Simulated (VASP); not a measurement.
A run of VASP 6.6.1 is set up as follows.

INCAR

```
SYSTEM = Ca
ALGO = Fast ; EDIFF = 1E-7
ENCUT = 520 ; GGA = PE
ISIF = 2 ; ISMEAR = 0
LASPH = .True. ; LCHARG = .False.
LREAL = .False. ; LWAVE = .False.
NBANDS = 17 ; NELM = 60
PREC = Accurate ; SIGMA = 0.15
```

KPOINTS

```
k-points
0
Gamma
  15 15 8
  0 0 0
```

The input POSCAR:

```
Ca
1.0
    3.9799995206      0.0000000000      0.0000000000
   -1.9899997603      3.4467806919      0.0000000000
    0.0000000000      0.0000000000      5.9984000000
Ca
2
Direct
    0.3333333333      0.6666666667      0.2500000000
    0.6666666667      0.3333333333      0.7500000000
```

Potentials or basis: VASP PAW PBE potentials, release 64 (Ca_sv).

Command:

```console
$ cat potpaw_PBE.64/Ca_sv/POTCAR > POTCAR
$ mpirun -np 1 vasp_std > vasp.out
```

(1) Predict the pressure.

(2) Estimate the band gap on the k mesh.

Answers

(1) 0.7 GPa.

(2) zero (band 10 reaches 2.30 eV, above the bottom of band 11 at 1.78 eV).

Caveat: the cell differs from its parent crystal (strain +0.000 along x and y, -0.080 along z).
